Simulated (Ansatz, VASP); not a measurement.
# Two plane-wave programs on Mn

File POSCAR:

```
Mn
1.0
    2.8997593825      0.0000000000      0.0000000000
   -1.4498796912      2.5112652902      0.0000000000
    0.0000000000      0.0000000000      8.7466674153
Mn
4
Direct
    0.0000000000      1.0000000000      1.0000000000
    0.0000000000      1.0000000000      0.5000000000
    0.3333333333      0.6666666667      0.2500000000
    0.6666666667      0.3333333333      0.7500000000
```

File INCAR.step1:

```
SYSTEM = Mn
  PREC = Accurate
  ENCUT = 520
  ISMEAR = -1
  SIGMA = 0.05
  LREAL = .FALSE.
  LASPH = .TRUE.
  NELM = 150
  ISPIN = 2
  MAGMOM = 3.68 3.68 -3.689 -3.689
  LMAXMIX = 4
  NBANDS = 38
  GGA = PE
  ALGO = Normal
  EDIFF = 1E-4
  LWAVE = .TRUE.
  LCHARG = .FALSE.
```

File INCAR.step2:

```
SYSTEM = Mn
  PREC = Accurate
  ENCUT = 520
  EDIFF = 1E-6
  ISMEAR = -1
  SIGMA = 0.05
  LREAL = .FALSE.
  LASPH = .TRUE.
  NELM = 150
  ALGO = Normal
  ISIF = 2
  LWAVE = .FALSE.
  LCHARG = .FALSE.
  ISPIN = 2
  MAGMOM = 3.68 3.68 -3.689 -3.689
  LORBIT = 11
  LMAXMIX = 4
  METAGGA = R2SCAN
  LMIXTAU = .TRUE.
  NBANDS = 38
  ISTART = 1
```

The input KPOINTS:

```
regular mesh
0
G
  14 14 4
  0 0 0
```

Input for Ansatz:

```yaml
crystal:
  lattice:
    - [2.8997593825, 0.0, 0.0]
    - [-1.4498796912, 2.5112652902, 0.0]
    - [0.0, 0.0, 8.7466674153]
  atoms:
    - { symbol: Mn, position: [0.0, 1.0, 1.0], spin: 3.68 }
    - { symbol: Mn, position: [0.0, 1.0, 0.5], spin: 3.68 }
    - { symbol: Mn, position: [0.3333333333, 0.6666666667, 0.25], spin: -3.689 }
    - { symbol: Mn, position: [0.6666666667, 0.3333333333, 0.75], spin: -3.689 }
hamiltonian:
  xc: r2scan
  pseudopotentials:
    kind: paw
    azcp:
      Mn: "pseudopotentials/Mn.paw.azcp"
basis:
  ecutwfc: 500
  fft_grid_basis: typed
kpoints:
  mp_grid: { grid: [14, 14, 4], shift: [0, 0, 0] }
magnetization:
  spin_polarized: true
scf:
  occupations: { method: fermi_dirac, width: 0.05 }
  lower_state_search: "off"
output:
  stress: true
```

Alike in both runs: task single point; functional r2SCAN; k mesh 14 × 14 × 4; occupations fermi-dirac, width 0.05 eV; collinear spin.

|  | VASP | Ansatz |
| --- | --- | --- |
| version | VASP 6.6.1 | Ansatz 0.2.0 |
| potentials or method | VASP PAW PBE potentials, release 64 (Mn_pv), cutoff 520 eV | plane waves (500 eV) with PAW, scalar-relativistic |
| valence electrons in the cell | 52 | 60 |

|  | VASP | Ansatz | Ansatz less VASP |
| --- | --- | --- | --- |
| pressure (GPa) | -4.5 | -4.7 | -0.20 |
| traceless stress, the component that is largest in VASP (GPa) | 0.63 | 0.41 | -0.222 |
| net moment per atom (μB) | 0.01 | 0.02 | +0.002 |
| size of the moment on the site where the two differ most (μB) | 3.85 | 3.87 | +0.027 |

VASP's potentials were made for PBE, not for r2SCAN. Site moments also hang on the region over which each program counts them. With one functional, cell and mesh, what is left measures potentials, basis and numerics. VASP's potentials hold 52 valence electrons a cell and Ansatz's 60, so a difference there can come from the potentials and not from the codes. Ansatz's warnings: stability check not made.
